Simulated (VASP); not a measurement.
# LiF (I4/mmm) in VASP: a series of runs

The runs below take LiF through single point, with PBE.

Everything below comes from runs of VASP 6.6.1. Logs are shortened: lines on timing, memory, paths and dates and some standing lists are left out, and cuts for length are marked.

### Step 1. The cell of the first run

It takes space group I4/mmm (No. 139, tetragonal). Conventional cell: a = 2.906 Å, b = 2.906 Å, c = 3.916 Å, α = 90.00°, β = 90.00°, γ = 90.00°. Within 2.6 Å of Li (site symmetry 4/mmm) lie 6 F at 1.96 to 2.05 Å. F (site symmetry 4/mmm) has 6 Li at 1.96 to 2.05 Å within 2.6 Å.

### Step 2. Single point, PBE (epitaxial xy strain +3.0%)

INCAR reads:

```
ALGO = Normal
EDIFF = 1E-6
ENCUT = 520
GGA = PE
ISIF = 2
ISMEAR = 0
LASPH = True
LCHARG = False
LREAL = False
LWAVE = False
NBANDS = 12
NELM = 100
PREC = Accurate
SIGMA = 0.01
```

KPOINTS reads:

```
k-points
0
Gamma
  6 6 6
```

POSCAR reads:

```
LiF
1.0
    0.0000000000      2.0547178897      1.9579777610
    2.0547178897      0.0000000000      1.9579777610
    2.0547178897      2.0547178897      0.0000000000
Li F
1 1
Direct
    0.0000000000      0.0000000000      0.0000000000
    0.5000000000      0.5000000000      0.5000000000
```

Potentials or basis: VASP PAW PBE potentials, release 64 (Li_sv, F).

Run with:

```
cat potpaw_PBE.64/Li_sv/POTCAR potpaw_PBE.64/F/POTCAR > POTCAR
mpirun -np 1 vasp_std > vasp.out
```

OUTCAR:

```text
EDIFF = 1E-6
   ENCUT = 520
   GGA = PE
   ISIF = 2
   ISMEAR = 0
   LASPH = True
   LREAL = False
   NELM = 100
   PREC = Accurate

 ion  position               nearest neighbor table
   1  0.000  0.000  0.000-   2 1.96   2 1.96   2 2.05   2 2.05   2 2.05   2 2.05
   2  0.500  0.500  0.500-   1 1.96   1 1.96   1 2.05   1 2.05   1 2.05   1 2.05

  LATTYP: Found a body centered tetragonal cell.
 ALAT       =     2.9058099065
 C/A-ratio  =     1.3476296276

  Lattice vectors:

 A1 = (   0.0000000000,  -2.0547178897,  -1.9579777610)
 A2 = (   0.0000000000,   2.0547178897,  -1.9579777610)
 A3 = (   2.0547178897,   0.0000000000,   1.9579777610)

Analysis of symmetry for initial positions (statically):
=====================================================================
 Subroutine PRICEL returns:
 Original cell was already a primitive cell.

 Routine SETGRP: Setting up the symmetry group for a
 body centered tetragonal supercell.

 Subroutine GETGRP returns: Found 16 space group operations
 (whereof 16 operations were pure point group operations)
 out of a pool of 16 trial point group operations.

The static configuration has the point symmetry D_4h.

Analysis of symmetry for dynamics (positions and initial velocities):
=====================================================================
 Subroutine PRICEL returns:
 Original cell was already a primitive cell.

 Routine SETGRP: Setting up the symmetry group for a
 body centered tetragonal supercell.

 Subroutine GETGRP returns: Found 16 space group operations
 (whereof 16 operations were pure point group operations)
 out of a pool of 16 trial point group operations.

The dynamic configuration has the point symmetry D_4h.

 Subroutine INISYM returns: Found 16 space group operations
 (whereof 16 operations are pure point group operations),
 and found     1 'primitive' translations

----------------------------------------------------------------------------------------

                                     Primitive cell

  volume of cell :      16.5326

  direct lattice vectors                    reciprocal lattice vectors
     0.000000000  2.054717890  1.957977761    -0.243342408  0.243342408  0.255365515
     2.054717890  0.000000000  1.957977761     0.243342408 -0.243342408  0.255365515
     2.054717890  2.054717890  0.000000000     0.243342408  0.243342408 -0.255365515

  length of vectors
     2.838228764  2.838228764  2.905809906     0.428535415  0.428535415  0.428535415

  position of ions in fractional coordinates (direct lattice)
[... 85 lines left out ...]
   ISIF   =      2    stress and relaxation
   ISYM   =      2    0-nonsym 1-usesym 2-fastsym
   POTIM  = 0.5000    time-step for ionic-motion
   TEBEG  =    0.0;   TEEND  =   0.0 temperature during run
   PSTRESS=    0.0 pullay stress
   NELECT =      10.0000    total number of electrons
   NUPDOWN=      -1.0000    fix difference up-down
   EMIN   =  10.00;   EMAX   =-10.00  energy-range for DOS
   EFERMI =   0.00;   METHOD = LEGACY
   ISMEAR =     0;   SIGMA  =   0.01  broadening in eV -4-tet -1-fermi 0-gaus
   EFERMI_NEDOS =   21; number of points for ismear=-14 and -15
   IALGO  =     38    algorithm
   IMIX   =      4    mixing-type and parameters
     AMIX     =   0.40;   BMIX     =  1.00
     AMIX_MAG =   1.60;   BMIX_MAG =  1.00
  volume/ion in A,a.u.               =       8.27        55.78
  Fermi-wavevector in a.u.,A,eV,Ry     =   1.384504  2.616333 26.080333  1.916850
  Thomas-Fermi vector in A             =   2.509002
   LORBIT       =      0    0 simple, 1 ext, 2 COOP (PROOUT), +10 PAW based schemes
   GGA     = PE    functional components
   LHFCALC =     F    Hartree Fock is set to
   AEXX    =    0.0000 exact exchange contribution
   IVDW    =     0    specifies the selected vdW correction
   LEPSILON=     F    determine dielectric tensor
   LRPA    =     F    only Hartree local field effects (RPA)
 non-spin polarized calculation
 Gauss-broadening in eV      SIGMA  =   0.01
  energy-cutoff  :      520.00
  volume of cell :       16.53
 maximum number of plane-waves:       455
 NGX is ok and might be reduce to    24
   NGX = 11   NGY = 11   NGZ = 11

 number of electron      10.0000000 magnetization

 number of electron       9.9999990 magnetization

 Free energy of the ion-electron system (eV)
  ---------------------------------------------------
  ext. energy  EPLUGINS =         0.00000000
  ---------------------------------------------------
  free energy    TOTEN  =        -9.63344398 eV

  energy without entropy =       -9.63344398  energy(sigma->0) =       -9.63344398

 E-fermi :  -0.9059     XC(G=0):  -9.9212

 val. band max:       -1.0545672608   @ k =   0.0000   0.0000   0.0000
 cond. band min:       7.8825423746   @ k =   0.0000   0.0000   0.0000
 fundamental gap:      8.9371096354
 Fermi energy:        -0.9058682895

 k-point     1 :       0.0000    0.0000    0.0000
  band No.  band energies     occupation
      1     -42.0302      2.00000
      2     -21.0344      2.00000
      3      -1.1830      2.00000
      4      -1.0546      2.00000
      5      -1.0546      2.00000
      6       7.8825      0.00000
      7      22.3693      0.00000
      8      22.3693      0.00000
      9      23.0130      0.00000
     10      23.0130      0.00000
     11      23.4154      0.00000
     12      23.5016      0.00000
[... 331 lines left out ...]
 k-point    24 :       0.5000    0.0000    0.3333
  band No.  band energies     occupation
      1     -41.9658      2.00000
      2     -20.4347      2.00000
      3      -3.6698      2.00000
      4      -2.2693      2.00000
      5      -1.8253      2.00000
      6      12.6282      0.00000
      7      14.7721      0.00000
      8      16.9185      0.00000
      9      18.9766      0.00000
     10      21.1478      0.00000
     11      32.0908      0.00000
     12      33.9962      0.00000

 [... further k-points ...]
[... 5 lines left out ...]
  --------------------------------------------------------------------------------------
  -------------------------------------------------------------------------------------
  Total       -0.0168039     -0.0168039      0.3837054      0.0000000      0.0000000      0.0000000
  in kB       -1.6284682     -1.6284682     37.1848796      0.0000000      0.0000000      0.0000000
  external PRESSURE =      11.3093144 kB  Pullay stress =       0.0000000 kB

 VOLUME and BASIS-vectors are now :
 -----------------------------------------------------------------------------
  energy-cutoff  :      520.00
  volume of cell :       16.53
      direct lattice vectors                 reciprocal lattice vectors
     0.000000000  2.054717890  1.957977761    -0.243342408  0.243342408  0.255365515
     2.054717890  0.000000000  1.957977761     0.243342408 -0.243342408  0.255365515
     2.054717890  2.054717890  0.000000000     0.243342408  0.243342408 -0.255365515

 POSITION                                       TOTAL-FORCE (eV/Angst)
 -----------------------------------------------------------------------------------
      0.00000      0.00000      0.00000        -0.000000     -0.000000      0.000000
      2.05472      2.05472      1.95798         0.000000      0.000000     -0.000000
 -----------------------------------------------------------------------------------
    total drift:                               -0.000000     -0.000000      0.000000

  FREE ENERGIE OF THE ION-ELECTRON SYSTEM (eV)
  ---------------------------------------------------
  free  energy   TOTEN  =        -9.6334439845 eV

  energy  without entropy=       -9.6334439845  energy(sigma->0) =       -9.63344398
```

Run time: 7.6 s. Hardware: 1 thread of Intel Xeon 8259CL, shared host; peak memory 0.13 GiB.

What came out:

- Free energy: -9.6334 eV
- Band gap on the k mesh: 8.94 eV, direct

Caveat: the k points lie up to 0.45 Å⁻¹ apart; the cell differs from its parent crystal (epitaxial xy strain +3.0%); the cutoff is under 1.25 times the usual one of these potentials, so pressure, stress and relaxed cells hold a basis-set (Pulay) error.

### Step 3. Single point, PBE (epitaxial xy strain +4.0%)

INCAR reads:

```
SYSTEM = LiF
  ALGO = Normal
  EDIFF = 1E-7
  ENCUT = 520
  GGA = PE
  ISIF = 2
  ISMEAR = 0
  LASPH = .TRUE.
  LCHARG = .FALSE.
  LREAL = .FALSE.
  LWAVE = .FALSE.
  NBANDS = 12
  NELM = 100
  PREC = Accurate
  SIGMA = 0.01
```

KPOINTS reads:

```
k-points
0
G
  6 6 6
  0 0 0
```

POSCAR reads:

```
LiF
1.0
    0.0000000000      2.0746666070      1.9468324740
    2.0746666070      0.0000000000      1.9468324740
    2.0746666070      2.0746666070      0.0000000000
Li F
1 1
Direct
    0.0000000000      0.0000000000      0.0000000000
    0.5000000000      0.5000000000      0.5000000000
```

Potentials or basis: VASP PAW PBE potentials, release 64 (Li_sv, F).

Run with:

```
cat potpaw_PBE.64/Li_sv/POTCAR potpaw_PBE.64/F/POTCAR > POTCAR
mpirun -np 1 vasp_std > vasp.out
```

OUTCAR:

```text
SYSTEM = LiF
   EDIFF = 1E-7
   ENCUT = 520
   GGA = PE
   ISIF = 2
   ISMEAR = 0
   LASPH = .TRUE.
   LREAL = .FALSE.
   NELM = 100
   PREC = Accurate

 ion  position               nearest neighbor table
   1  0.000  0.000  0.000-   2 1.95   2 1.95   2 2.07   2 2.07   2 2.07   2 2.07
   2  0.500  0.500  0.500-   1 1.95   1 1.95   1 2.07   1 2.07   1 2.07   1 2.07

  LATTYP: Found a body centered tetragonal cell.
 ALAT       =     2.9340216530
 C/A-ratio  =     1.3270743738

  Lattice vectors:

 A1 = (   0.0000000000,  -2.0746666070,  -1.9468324740)
[... 542 lines left out ...]
      9      18.8530      0.00000
     10      21.0157      0.00000
     11      31.6200      0.00000
     12      33.4353      0.00000

 [... further k-points ...]
[... 5 lines left out ...]
  --------------------------------------------------------------------------------------
  -------------------------------------------------------------------------------------
  Total       -0.1276249     -0.1276249      0.3803584      0.0000000      0.0000000     -0.0000000
  in kB      -12.2008740    -12.2008740     36.3620565      0.0000000      0.0000000     -0.0000000
  external PRESSURE =       3.9867695 kB  Pullay stress =       0.0000000 kB

 VOLUME and BASIS-vectors are now :
 -----------------------------------------------------------------------------
  energy-cutoff  :      520.00
  volume of cell :       16.76
      direct lattice vectors                 reciprocal lattice vectors
     0.000000000  2.074666607  1.946832474    -0.241002578  0.241002578  0.256827440
     2.074666607  0.000000000  1.946832474     0.241002578 -0.241002578  0.256827440
     2.074666607  2.074666607  0.000000000     0.241002578  0.241002578 -0.256827440

 POSITION                                       TOTAL-FORCE (eV/Angst)
 -----------------------------------------------------------------------------------
      0.00000      0.00000      0.00000         0.000000      0.000000     -0.000000
      2.07467      2.07467      1.94683        -0.000000     -0.000000      0.000000
 -----------------------------------------------------------------------------------
    total drift:                               -0.000000     -0.000000      0.000000

  FREE ENERGIE OF THE ION-ELECTRON SYSTEM (eV)
  ---------------------------------------------------
  free  energy   TOTEN  =        -9.6305086632 eV

  energy  without entropy=       -9.6305086632  energy(sigma->0) =       -9.63050866
```

stdout:

```text
POSCAR found type information on POSCAR LiF
 POSCAR found :  2 types and       2 ions
 scaLAPACK will be used
 LDA part: xc-table for (Slater+PW92), standard interpolation
 POSCAR, INCAR and KPOINTS ok, starting setup
 FFT: planning ... GRIDC
 FFT: planning ... GRID_SOFT
 FFT: planning ... GRID
 WAVECAR not read
 entering main loop
```

Run time: 7.9 s. Hardware: 1 thread of Intel Xeon 8259CL, shared host; peak memory 0.13 GiB.

What came out:

| Item | Value |
| --- | --- |
| Free energy | -9.6305 eV |
| Band gap on the k mesh | 8.80 eV, direct |

Caveat: the k points lie up to 0.45 Å⁻¹ apart; the cell differs from its parent crystal (epitaxial xy strain +4.0%); the cutoff is under 1.25 times the usual one of these potentials, so pressure, stress and relaxed cells hold a basis-set (Pulay) error.

### Step 4. Single point, PBE (epitaxial xy strain +3.0%)

INCAR reads:

```
PREC     = Accurate       # precision mode
ENCUT    = 520            # plane-wave cutoff, eV
EDIFF    = 1E-7           # SCF threshold, eV
ISMEAR   = -1             # smearing method
SIGMA    = 0.02           # smearing width, eV
LREAL    = F              # projectors in reciprocal space
LASPH    = T              # aspherical terms in the spheres
NELM     = 60             # most SCF steps
ALGO     = Normal         # electronic algorithm
ISIF     = 2              # what is computed and relaxed
LWAVE    = F              # write WAVECAR
LCHARG   = F              # write CHGCAR
GGA      = PE             # functional
NBANDS   = 12             # bands
```

KPOINTS reads:

```
regular mesh
0
Gamma
  10 10 10
```

POSCAR reads:

```
LiF
1.0
    0.0000000000      2.0547178897      1.9579777610
    2.0547178897      0.0000000000      1.9579777610
    2.0547178897      2.0547178897      0.0000000000
Li F
1 1
Direct
    0.0000000000      0.0000000000      0.0000000000
    0.5000000000      0.5000000000      0.5000000000
```

Potentials or basis: VASP PAW PBE potentials, release 64 (Li_sv, F).

Run with:

```
cat potpaw_PBE.64/Li_sv/POTCAR potpaw_PBE.64/F/POTCAR > POTCAR
mpirun -np 1 vasp_std > vasp.out
```

OUTCAR:

```text
PREC = Accurate
   ENCUT = 520
   EDIFF = 1E-7
   ISMEAR = -1
   LREAL = F
   LASPH = T
   NELM = 60
   ISIF = 2
   GGA = PE

 ion  position               nearest neighbor table
   1  0.000  0.000  0.000-   2 1.96   2 1.96   2 2.05   2 2.05   2 2.05   2 2.05
   2  0.500  0.500  0.500-   1 1.96   1 1.96   1 2.05   1 2.05   1 2.05   1 2.05

  LATTYP: Found a body centered tetragonal cell.
 ALAT       =     2.9058099065
 C/A-ratio  =     1.3476296276

  Lattice vectors:

 A1 = (   0.0000000000,  -2.0547178897,  -1.9579777610)
[... 539 lines left out ...]
      7      15.2997      0.00000
      8      17.6109      0.00000
      9      18.4806      0.00000
     10      19.5347      0.00000
     11      32.9626      0.00000
     12      33.1488      0.00000

 [... further k-points ...]
[... 5 lines left out ...]
  --------------------------------------------------------------------------------------
  -------------------------------------------------------------------------------------
  Total       -0.0171852     -0.0171852      0.3834831      0.0000000      0.0000000     -0.0000000
  in kB       -1.6654179     -1.6654179     37.1633291      0.0000000      0.0000000     -0.0000000
  external PRESSURE =      11.2774977 kB  Pullay stress =       0.0000000 kB

 VOLUME and BASIS-vectors are now :
 -----------------------------------------------------------------------------
  energy-cutoff  :      520.00
  volume of cell :       16.53
      direct lattice vectors                 reciprocal lattice vectors
     0.000000000  2.054717890  1.957977761    -0.243342408  0.243342408  0.255365515
     2.054717890  0.000000000  1.957977761     0.243342408 -0.243342408  0.255365515
     2.054717890  2.054717890  0.000000000     0.243342408  0.243342408 -0.255365515

 POSITION                                       TOTAL-FORCE (eV/Angst)
 -----------------------------------------------------------------------------------
      0.00000      0.00000      0.00000         0.000000      0.000000      0.000000
      2.05472      2.05472      1.95798         0.000000     -0.000000      0.000000
 -----------------------------------------------------------------------------------
    total drift:                               -0.000000     -0.000000      0.000000

  FREE ENERGIE OF THE ION-ELECTRON SYSTEM (eV)
  ---------------------------------------------------
  free  energy   TOTEN  =        -9.6334327415 eV

  energy  without entropy=       -9.6334327415  energy(sigma->0) =       -9.63343274
```

OSZICAR:

```text
N       E                     dE             d eps       ncg     rms          rms(c)
DAV:   1     0.297585818267E+02    0.29759E+02   -0.54306E+03  2584   0.846E+02
DAV:   2    -0.909136125905E+01   -0.38850E+02   -0.37922E+02  2912   0.185E+02
DAV:   3    -0.101385056725E+02   -0.10471E+01   -0.10447E+01  3296   0.262E+01
DAV:   4    -0.101481390480E+02   -0.96334E-02   -0.96330E-02  2764   0.264E+00
DAV:   5    -0.101482646984E+02   -0.12565E-03   -0.12565E-03  3204   0.221E-01    0.456E+00
DAV:   6    -0.962193610271E+01    0.52633E+00   -0.25428E+00  2776   0.984E+00    0.140E+00
DAV:   7    -0.962635294071E+01   -0.44168E-02   -0.18490E-02  3228   0.119E+00    0.865E-01
DAV:   8    -0.963332120465E+01   -0.69683E-02   -0.15366E-02  3020   0.129E+00    0.112E-01
DAV:   9    -0.963334665149E+01   -0.25447E-04   -0.97201E-04  2828   0.279E-01    0.439E-02
DAV:  10    -0.963342859069E+01   -0.81939E-04   -0.14022E-04  2776   0.921E-02    0.160E-02
DAV:  11    -0.963343189648E+01   -0.33058E-05   -0.67833E-06  3136   0.243E-02    0.200E-03
DAV:  12    -0.963343274093E+01   -0.84446E-06   -0.49031E-07  2868   0.600E-03    0.851E-04
DAV:  13    -0.963343274148E+01   -0.54865E-09   -0.48589E-08  2004   0.198E-03
   1 F= -.96334327E+01 E0= -.96334327E+01  d E =-.963160E-11
```

stdout:

```text
POSCAR found type information on POSCAR LiF
 POSCAR found :  2 types and       2 ions
 scaLAPACK will be used
 LDA part: xc-table for (Slater+PW92), standard interpolation
 POSCAR, INCAR and KPOINTS ok, starting setup
 FFT: planning ... GRIDC
 FFT: planning ... GRID_SOFT
 FFT: planning ... GRID
 WAVECAR not read
 entering main loop
```

It took 9.5 s on 1 thread of Intel Xeon Platinum 8488C (Sapphire Rapids), shared host; peak memory 0.14 GiB.

Results:

| Quantity | Value |
| --- | --- |
| Free energy | -9.6334 eV |
| Band gap on the k mesh | 8.94 eV, direct |

Caveat: the cell differs from its parent crystal (epitaxial xy strain +3.0%); the cutoff is under 1.25 times the usual one of these potentials, so pressure, stress and relaxed cells hold a basis-set (Pulay) error. A k mesh can miss the band edges.

### Step 5. Single point, PBE (epitaxial xy strain +4.0%)

INCAR reads:

```
SYSTEM = LiF
ALGO = Normal ; EDIFF = 1E-6
ENCUT = 520 ; GGA = PE
ISIF = 2 ; ISMEAR = -1
LASPH = .TRUE. ; LCHARG = .FALSE.
LREAL = .FALSE. ; LWAVE = .FALSE.
NBANDS = 12 ; NELM = 100
PREC = Accurate ; SIGMA = 0.02
```

KPOINTS reads:

```
k-points
0
G
  10 10 10
  0 0 0
```

POSCAR reads:

```
LiF
1.0
    0.0000000000      2.0746666070      1.9468324740
    2.0746666070      0.0000000000      1.9468324740
    2.0746666070      2.0746666070      0.0000000000
Li F
1 1
Direct
    0.0000000000      0.0000000000      0.0000000000
    0.5000000000      0.5000000000      0.5000000000
```

Run with:

```
cat potpaw_PBE.64/Li_sv/POTCAR potpaw_PBE.64/F/POTCAR > POTCAR
mpirun -np 1 vasp_std > vasp.out
```

It took 9.1 s on 1 thread of Intel Xeon Platinum 8488C (Sapphire Rapids), shared host; peak memory 0.14 GiB.

It converged, with:

```yaml
Free_energy: -9.6305 eV
Band_gap_on_the_k_mesh: 8.80 eV, direct
```

Levels at points of the mesh, in eV from the valence-band top:
```csv
k point,band 2,band 3,band 4,band 5,band 6,band 7,band 8,band 9
"(0.00, 0.00, 0.00)",-19.96,-0.17,0.00,0.00,8.80,23.14,23.14,23.91
"(0.50, 0.00, 0.00)",-19.55,-2.48,-0.33,-0.21,10.60,16.38,18.11,19.28
"(0.50, 0.50, 0.00)",-19.25,-2.92,-1.13,-1.13,15.33,15.76,17.25,19.33
"(0.50, 0.00, 0.50)",-19.32,-2.97,-1.15,-0.76,14.16,16.64,17.06,19.75
```

Caveat: the cell differs from its parent crystal (epitaxial xy strain +4.0%); the cutoff is under 1.25 times the usual one of these potentials, so pressure, stress and relaxed cells hold a basis-set (Pulay) error.

### Step 6. Summary

```tsv
cell	k mesh	smearing	gap on the mesh (eV)
a = 2.838, b = 2.838, c = 2.906 Å, angles 59.2, 59.2, 61.6°, 2 atoms	6 × 6 × 6	gaussian 0.01 eV	8.94
a = 2.845, b = 2.845, c = 2.934 Å, angles 59.0, 59.0, 62.1°, 2 atoms	6 × 6 × 6	gaussian 0.01 eV	8.80
a = 2.838, b = 2.838, c = 2.906 Å, angles 59.2, 59.2, 61.6°, 2 atoms	10 × 10 × 10	fermi-dirac 0.02 eV	8.94
a = 2.845, b = 2.845, c = 2.934 Å, angles 59.0, 59.0, 62.1°, 2 atoms	10 × 10 × 10	fermi-dirac 0.02 eV	8.80
```

Alike in all rows: task single point; level PBE; potentials or basis VASP PAW PBE potentials, release 64 (Li_sv, F); no spin polarisation; cutoff (eV) 520.

Caveats: some runs use coarse meshes; the cutoff is under 1.25 times the usual one of these potentials, so pressure, stress and relaxed cells hold a basis-set (Pulay) error.

Absolute energies hang on the potentials; compare differences alone.
